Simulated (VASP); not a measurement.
# TiB2 (P6/mmm) in VASP: notebook

The runs below take TiB2 through single point, relaxation of cell and atoms, with PBE+D3(BJ).

Program: VASP 6.6.1. These are calculated values, not measurements. Logs are shortened: lines on timing, memory, paths and dates and some standing lists are left out, and cuts for length are marked.

## 1. The cell of the first run

The structure is hexagonal, space group P6/mmm (No. 191). Conventional cell: a = 3.004 Å, b = 3.004 Å, c = 3.182 Å, α = 90.00°, β = 90.00°, γ = 120.00°. Within 3.2 Å of Ti (site symmetry 6/mmm) lie 12 B at 2.35 Å and 8 Ti at 3.00 to 3.18 Å. Within 2.4 Å of B (site symmetry -6m2) lie 3 B at 1.73 Å and 6 Ti at 2.35 Å.

## 2. Single point, PBE+D3(BJ)

INCAR reads:

```
SYSTEM = TiB2
PREC = Accurate
ENCUT = 520
EDIFF = 1E-6
ISMEAR = 0
SIGMA = 0.1
LREAL = .FALSE.
LASPH = .TRUE.
NELM = 60
ALGO = Normal
ISIF = 2
LWAVE = .FALSE.
LCHARG = .TRUE.
GGA = PE
IVDW = 12
LELF = .TRUE.
LVHAR = .TRUE.
NBANDS = 16
```

KPOINTS reads:

```
Automatic mesh
0
G
  18 18 14
  0 0 0
```

POSCAR reads:

```
TiB2
1.0
    3.0036882474      0.0000000000      0.0000000000
   -1.5018441237      2.6012703272      0.0000000000
    0.0000000000      0.0000000000      3.1819134337
Ti B
1 2
Direct
    0.0000000000      0.0000000000      0.0000000000
    0.3333333333      0.6666666667      0.5000000000
    0.6666666667      0.3333333333      0.5000000000
```

Potentials or basis: VASP PAW PBE potentials, release 64 (Ti_sv, B).

Started as:

```bash
> cat potpaw_PBE.64/Ti_sv/POTCAR potpaw_PBE.64/B/POTCAR > POTCAR
> mpirun -np 1 vasp_std > vasp.out
```

OUTCAR:

```text
SYSTEM = TiB2
   PREC = Accurate
   ENCUT = 520
   EDIFF = 1E-6
   ISMEAR = 0
   LREAL = .FALSE.
   LASPH = .TRUE.
   NELM = 60
   ISIF = 2
   GGA = PE
   IVDW = 12
 IVDW          = 12

 ion  position               nearest neighbor table
   1  0.000  0.000  0.000-   2 2.35   3 2.35   2 2.35   3 2.35   2 2.35   2 2.35   3 2.35   3 2.35
                             3 2.35   3 2.35   2 2.35   2 2.35
   2  0.333  0.667  0.500-   3 1.73   3 1.73   3 1.73   1 2.35   1 2.35   1 2.35   1 2.35   1 2.35
                             1 2.35
   3  0.667  0.333  0.500-   2 1.73   2 1.73   2 1.73   1 2.35   1 2.35   1 2.35   1 2.35   1 2.35
                             1 2.35

  LATTYP: Found a hexagonal cell.
 ALAT       =     3.0036882474
 C/A-ratio  =     1.0593354475

  Lattice vectors:

 A1 = (   3.0036882474,   0.0000000000,   0.0000000000)
 A2 = (  -1.5018441237,   2.6012703272,   0.0000000000)
 A3 = (   0.0000000000,   0.0000000000,   3.1819134337)

Analysis of symmetry for initial positions (statically):
=====================================================================
 Subroutine PRICEL returns:
 Original cell was already a primitive cell.

 Routine SETGRP: Setting up the symmetry group for a
 hexagonal supercell.

 Subroutine GETGRP returns: Found 24 space group operations
 (whereof 24 operations were pure point group operations)
 out of a pool of 24 trial point group operations.

The static configuration has the point symmetry D_6h.

Analysis of symmetry for dynamics (positions and initial velocities):
=====================================================================
 Subroutine PRICEL returns:
 Original cell was already a primitive cell.

 Routine SETGRP: Setting up the symmetry group for a
 hexagonal supercell.

 Subroutine GETGRP returns: Found 24 space group operations
 (whereof 24 operations were pure point group operations)
 out of a pool of 24 trial point group operations.

The dynamic configuration has the point symmetry D_6h.

 Subroutine INISYM returns: Found 24 space group operations
 (whereof 24 operations are pure point group operations),
 and found     1 'primitive' translations

----------------------------------------------------------------------------------------

                                     Primitive cell

  volume of cell :      24.8616

  direct lattice vectors                    reciprocal lattice vectors
     3.003688247  0.000000000  0.000000000     0.332924031  0.192213779  0.000000000
    -1.501844124  2.601270327  0.000000000     0.000000000  0.384427558  0.000000000
     0.000000000  0.000000000  3.181913434     0.000000000  0.000000000  0.314276306

  length of vectors
     3.003688247  3.003688247  3.181913434     0.384427558  0.384427558  0.314276306

  position of ions in fractional coordinates (direct lattice)
     0.000000000  0.000000000  0.000000000
     0.333333333  0.666666667  0.500000000
     0.666666667  0.333333333  0.500000000

  ion indices of the primitive-cell ions
   primitive index   ion index
                 1           1
                 2           2
                 3           3

----------------------------------------------------------------------------------------

 KPOINTS: Automatic mesh

Automatic generation of k-mesh.
 Grid dimensions read from file:
 generate k-points for:   18   18   14

 Generating k-lattice:

  Cartesian coordinates                     Fractional coordinates (reciprocal lattice)
     0.018495780  0.010678543  0.000000000     0.055555556  0.000000000  0.000000000
     0.000000000  0.021357087  0.000000000     0.000000000  0.055555556  0.000000000
     0.000000000  0.000000000  0.022448308     0.000000000  0.000000000  0.071428571

  Length of vectors
     0.021357087  0.021357087  0.022448308

  Shift w.r.t. Gamma in fractional coordinates (k-lattice)
     0.000000000  0.000000000  0.000000000

 Subroutine IBZKPT returns following result:
 ===========================================

 Found    296 irreducible k-points:

 Following reciprocal coordinates:
            Coordinates               Weight
  0.000000  0.000000  0.000000      1.000000
  0.055556  0.000000  0.000000      6.000000
  0.111111  0.000000  0.000000      6.000000
  0.166667  0.000000  0.000000      6.000000
  0.222222  0.000000  0.000000      6.000000
  0.277778  0.000000  0.000000      6.000000
[... 16 lines left out ...]
  0.333333  0.111111  0.000000     12.000000
  0.388889  0.111111  0.000000     12.000000
 [... further k-points ...]
   k-points           NKPTS =    296   k-points in BZ     NKDIM =    296   number of bands    NBANDS=     16
   number of dos      NEDOS =    301   number of ions     NIONS =      3
   total plane-waves  NPLWV =  13824
   dimension x,y,z NGX =    24 NGY =   24 NGZ =   24
   dimension x,y,z NGXF=    48 NGYF=   48 NGZF=   48
   ions per type =               1   2
   NGX,Y,Z   is equivalent  to a cutoff of  13.28, 13.28, 12.54 a.u.
   NGXF,Y,Z  is equivalent  to a cutoff of  26.57, 26.57, 25.08 a.u.
 SYSTEM =  TiB2
   PREC   = accura    normal or accurate (medium, high low for compatibility)
   ISTART =      0    job   : 0-new  1-cont  2-samecut
   ICHARG =      2    charge: 1-file 2-atom 10-const
   ISPIN  =      1    spin polarized calculation?
   LNONCOLLINEAR =      F non collinear calculations
   LSORBIT =      F    spin-orbit coupling
   LASPH  =      T    aspherical Exc in radial PAW
   ENCUT  =  520.0 eV  38.22 Ry    6.18 a.u.   5.58  5.58  5.92*2*pi/ulx,y,z
   NELM   =     60;   NELMIN=  2; NELMDL= -5     # of ELM steps
   EDIFF  = 0.1E-05   stopping-criterion for ELM
   LREAL  =      F    real-space projection
   EDIFFG = 0.1E-04   stopping-criterion for IOM
   NSW    =      0    number of steps for IOM
   IBRION =     -1    ionic relax: 0-MD 1-quasi-New 2-CG
   NFREE  =      0    steps in history (QN), initial steepest desc. (CG)
   ISIF   =      2    stress and relaxation
   ISYM   =      2    0-nonsym 1-usesym 2-fastsym
   POTIM  = 0.5000    time-step for ionic-motion
   TEBEG  =    0.0;   TEEND  =   0.0 temperature during run
   PSTRESS=    0.0 pullay stress
   NELECT =      18.0000    total number of electrons
   NUPDOWN=      -1.0000    fix difference up-down
   EMIN   =  10.00;   EMAX   =-10.00  energy-range for DOS
   EFERMI =   0.00;   METHOD = LEGACY
   ISMEAR =     0;   SIGMA  =   0.10  broadening in eV -4-tet -1-fermi 0-gaus
   EFERMI_NEDOS =   21; number of points for ismear=-14 and -15
   IALGO  =     38    algorithm
   IMIX   =      4    mixing-type and parameters
     AMIX     =   0.40;   BMIX     =  1.00
     AMIX_MAG =   1.60;   BMIX_MAG =  1.00
  volume/ion in A,a.u.               =       8.29        55.92
  Fermi-wavevector in a.u.,A,eV,Ry     =   1.470018  2.777932 29.401565  2.160954
  Thomas-Fermi vector in A             =   2.585326
   LORBIT       =      0    0 simple, 1 ext, 2 COOP (PROOUT), +10 PAW based schemes
   GGA     = PE    functional components
   LHFCALC =     F    Hartree Fock is set to
   AEXX    =    0.0000 exact exchange contribution
   IVDW    =    12    specifies the selected vdW correction
   LEPSILON=     F    determine dielectric tensor
   LRPA    =     F    only Hartree local field effects (RPA)
 non-spin polarized calculation
 Gauss-broadening in eV      SIGMA  =   0.10
  energy-cutoff  :      520.00
  volume of cell :       24.86
 maximum number of plane-waves:       696
 NGX is ok and might be reduce to    24
   NGX = 11   NGY = 11   NGZ = 11

 number of electron      17.9999998 magnetization

 Free energy of the ion-electron system (eV)
  ---------------------------------------------------
  ext. energy  EPLUGINS =         0.00000000
  ---------------------------------------------------
  free energy    TOTEN  =       -24.40831204 eV

  energy without entropy =      -24.40661370  energy(sigma->0) =      -24.40746287

 E-fermi :  10.3947     XC(G=0): -12.9220

 val. band max:       10.3789145373   @ k =   0.0556   0.0556   0.5000
 cond. band min:      10.4097862318   @ k =   0.0556   0.0556   0.2857
 fundamental gap:      0.0308716945
 Fermi energy:        10.3946949125

 k-point     1 :       0.0000    0.0000    0.0000
  band No.  band energies     occupation
      1     -46.5229      2.00000
      2     -22.8788      2.00000
      3     -22.5500      2.00000
      4     -22.5500      2.00000
      5      -3.3267      2.00000
      6       7.6379      2.00000
[... 8 lines left out ...]
     15      16.2053      0.00000
     16      17.4429      0.00000

 k-point     2 :       0.0556    0.0000    0.0000
  band No.  band energies     occupation
      1     -46.5211      2.00000
      2     -22.8765      2.00000
      3     -22.5640      2.00000
      4     -22.5532      2.00000
      5      -3.2658      2.00000
      6       7.4633      2.00000
[... 8 lines left out ...]
     15      16.6193      0.00000
     16      17.6316      0.00000

 k-point     3 :       0.1111    0.0000    0.0000
  band No.  band energies     occupation
      1     -46.5158      2.00000
      2     -22.8699      2.00000
      3     -22.6038      2.00000
      4     -22.5622      2.00000
      5      -3.0847      2.00000
      6       6.9756      2.00000
[... 8 lines left out ...]
     15      17.5468      0.00000
     16      18.2083      0.00000

 k-point     4 :       0.1667    0.0000    0.0000
  band No.  band energies     occupation
      1     -46.5077      2.00000
      2     -22.8597      2.00000
      3     -22.6643      2.00000
      4     -22.5759      2.00000
      5      -2.7884      2.00000
      6       6.2670      2.00000
[... 8 lines left out ...]
     15      18.7165      0.00000
     16      18.7781      0.00000
[... 324 lines left out ...]
 k-point    22 :       0.2778    0.1111    0.0000
  band No.  band energies     occupation
      1     -46.4745      2.00000
      2     -22.8849      2.00000
      3     -22.8179      2.00000
      4     -22.6536      2.00000
      5      -1.1263      2.00000
      6       3.6760      2.00000
[... 8 lines left out ...]
     15      18.5511      0.00000
     16      19.8058      0.00000

 k-point    23 :       0.3333    0.1111    0.0000
  band No.  band energies     occupation
      1     -46.4668      2.00000
      2     -22.9349      2.00000
      3     -22.8083      2.00000
      4     -22.6710      2.00000
      5      -0.4585      2.00000
      6       2.7943      2.00000
[... 8 lines left out ...]
     15      18.5518      0.00000
     16      19.6659      0.00000

 k-point    24 :       0.3889    0.1111    0.0000
  band No.  band energies     occupation
      1     -46.4618      2.00000
      2     -22.9674      2.00000
      3     -22.8020      2.00000
      4     -22.6824      2.00000
      5       0.2780      2.00000
      6       1.9226      2.00000
[... 8 lines left out ...]
     15      18.5330      0.00000
     16      19.5399      0.00000

 [... further k-points ...]

------------------------ aborting loop because EDIFF is reached ----------------------------------------

 Edisp (eV)   -1.29875

 E8    (eV) :    -0.5380

  FORCE on cell =-STRESS in cart. coord.  units (eV):
  Direction    XX          YY          ZZ          XY          YZ          ZX
  --------------------------------------------------------------------------------------
  -------------------------------------------------------------------------------------
  Total       0.03064     0.03064     0.03238     0.00000     0.00000     0.00000
  in kB       1.97471     1.97471     2.08652     0.00000     0.00000     0.00000
  external pressure =        2.01 kB  Pullay stress =        0.00 kB

 VOLUME and BASIS-vectors are now :
 -----------------------------------------------------------------------------
  energy-cutoff  :      520.00
  volume of cell :       24.86
      direct lattice vectors                 reciprocal lattice vectors
     3.003688247  0.000000000  0.000000000     0.332924031  0.192213779  0.000000000
    -1.501844124  2.601270327  0.000000000     0.000000000  0.384427558  0.000000000
     0.000000000  0.000000000  3.181913434     0.000000000  0.000000000  0.314276306

 POSITION                                       TOTAL-FORCE (eV/Angst)
 -----------------------------------------------------------------------------------
      0.00000      0.00000      0.00000        -0.000000      0.000000      0.000000
     -0.00000      1.73418      1.59096        -0.000000      0.000000     -0.000000
      1.50184      0.86709      1.59096         0.000000     -0.000000      0.000000
 -----------------------------------------------------------------------------------
    total drift:                               -0.000000      0.000000      0.000000

  FREE ENERGIE OF THE ION-ELECTRON SYSTEM (eV)
  ---------------------------------------------------
  free  energy   TOTEN  =       -25.7070590591 eV

  energy  without entropy=      -25.7053607168  energy(sigma->0) =      -25.70620989
```

Wall time 2 min (1 thread of Intel Xeon 8259CL, shared host); peak memory 0.25 GiB.

Results:

| Property | Result |
| --- | --- |
| Free energy | -25.7071 eV |
| Pressure | 0.2 GPa |
| Band gap on the k mesh | zero (bands 9 and 10 overlap by 0.63 eV) |
| Dispersion energy per atom | -0.433 eV |

## 3. Relaxation of cell and atoms, PBE+D3(BJ)

This run uses another cell than the first one, of 8.56 Å³/atom.

INCAR reads:

```
SYSTEM = TiB2
PREC = Accurate
ENCUT = 600
EDIFF = 1E-6
ISMEAR = 0
SIGMA = 0.1
LREAL = .False.
LASPH = .True.
NELM = 60
ALGO = Normal
ISIF = 3
LWAVE = .False.
LCHARG = .False.
GGA = PE
IVDW = 12
IBRION = 2
NSW = 70
EDIFFG = -0.005
```

KPOINTS reads:

```
regular mesh
0
Gamma
  18 18 14
  0 0 0
```

POSCAR reads:

```
TiB2
1.0
    3.0318049187      0.0000000000      0.0000000000
   -1.5159024594      2.6256200789      0.0000000000
    0.0000000000      0.0000000000      3.2242298103
Ti B
1 2
Direct
    0.0000000000      0.0000000000      0.0000000000
    0.3333333333      0.6666666667      0.5000000000
    0.6666666667      0.3333333333      0.5000000000
```

Potentials or basis: VASP PAW PBE potentials, release 64 (Ti_sv, B).

Started as:

```bash
> cat potpaw_PBE.64/Ti_sv/POTCAR potpaw_PBE.64/B/POTCAR > POTCAR
> mpirun -np 1 vasp_std > vasp.out
```

Wall time 6.6 min (1 thread of Intel Xeon 8259CL, shared host); peak memory 0.27 GiB.

It converged, with:

```
Free energy                           : -25.7097 eV
Relaxed volume                        : 8.29 Å³/atom
Relaxed cell                          : a = 3.004 Å, b = 3.004 Å, c = 3.182 Å, α = 90.00°, β = 90.00°, γ = 120.00°
Space group after relaxing (to 0.1 Å) : P6/mmm (No. 191)
Energy gained by relaxing             : 6.7 meV/atom
Ionic steps                           : 5
Pressure after relaxing               : 0.0 GPa
Band gap on the k mesh                : zero (bands 9 and 10 overlap by 0.63 eV)
Dispersion energy per atom            : -0.433 eV
```

The path:
```
step  energy change (eV)  largest force (eV/Å)  pressure (GPa)  volume (Å³)
   1              0.0000                0.0000           -7.85        25.67
   2              0.0001                0.0000            8.66        24.14
   3             -0.0197                0.0000           -0.01        24.89
   4             -0.0200                0.0000           -0.05        24.88
   5             -0.0200                0.0000           -0.04        24.87
```

Final structure:
```
Ti B
1.0
     3.00418    0.00000    0.00000
    -1.50209    2.60169    0.00000
     0.00000    0.00000    3.18249
Ti B
1 2
Cartesian
  0.0000 0.0000 0.0000
  0.0000 1.7345 1.5912
  1.5021 0.8672 1.5912
```

Levels at points of the mesh, in eV from the Fermi level:
| k point | band 6 | band 7 | band 8 | band 9 | band 10 | band 11 | band 12 | band 13 |
| --- | --- | --- | --- | --- | --- | --- | --- | --- |
| (0.00, 0.00, 0.00) | -2.76 | -2.76 | -2.32 | -2.22 | 1.94 | 1.94 | 3.79 | 3.79 |
| (0.50, 0.00, 0.00) | -9.35 | -3.38 | -3.32 | -2.39 | 1.36 | 2.80 | 3.31 | 3.44 |
| (0.00, 0.00, 0.50) | -7.78 | -0.63 | -0.63 | -0.27 | -0.27 | 0.41 | 0.41 | 1.74 |
| (0.50, 0.00, 0.50) | -7.65 | -4.83 | -3.98 | -3.21 | 2.59 | 3.00 | 4.68 | 4.75 |
